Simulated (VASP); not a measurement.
AlP:

```
Al P
1.0
     0.00000    2.72550    2.72550
     2.72550    0.00000    2.72550
     2.72550    2.72550    0.00000
Al P
1 1
Direct
  0.00000 0.00000 0.00000
  0.75000 0.75000 0.75000
```

Program: VASP 6.6.1. Alike in all runs: task single point; potentials or basis VASP PAW PBE potentials, release 64 (Al, P); no spin polarisation; cell as given; k mesh 8 × 8 × 8; cutoff (eV) 500; smearing gaussian 0.05 eV.

Question: Order these runs on this cell by their pressure, lowest first.
A. level PBE+D3(BJ)
B. level RPBE
C. level PBE

Answer: A (0.0 GPa), C (2.6 GPa), B (4.2 GPa).

Caveats: three body term missing (some runs); the PAW data sets were made with another functional, which shifts forces and pressure a little (some runs).
